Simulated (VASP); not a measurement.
HgTe, 2 atoms in the cell. The structure is tetragonal, space group I-4m2 (No. 119). Conventional cell: a = 4.687 Å, b = 4.687 Å, c = 6.098 Å, α = 90.00°, β = 90.00°, γ = 90.00°. Hg (site symmetry -4m2) has 4 Te at 2.80 Å within 3.7 Å. Te (site symmetry -4m2) has 4 Hg at 2.80 Å within 3.7 Å.  This cell differs from its parent crystal: ratio of the length along z to the lengths across it x 0.92, volume and fractional coordinates fixed.

* Program: VASP 6.6.1
* Task: single point
* Functional: PBE
* Potentials or basis: VASP PAW PBE potentials, release 64 (Hg, Te)
* Cutoff: 520 eV
* k mesh: 14 × 14 × 14
* Occupations: gaussian, width 0.15 eV
* Spin: no spin polarisation
* Dipole correction: no
* Further INCAR settings: ALGO = Normal; EDIFF = 1e-06; NBANDS = 16

Potentials or basis: VASP PAW PBE potentials, release 64 (Hg, Te).

Command:

```console
$ cat potpaw_PBE.64/Hg/POTCAR potpaw_PBE.64/Te/POTCAR > POTCAR
$ mpirun -np 1 vasp_std > vasp.out
```

Hardware: 1 thread of Intel(R) Xeon(R) Platinum 8488C (Sapphire Rapids) (shared host).

**Question.** Estimate the wall time of this run.

**Answer.** It took 2.8 min on 1 thread of Intel(R) Xeon(R) Platinum 8488C (Sapphire Rapids) (shared host), peak memory 0.41 GiB. Counts: scf iterations 13, k points 244.
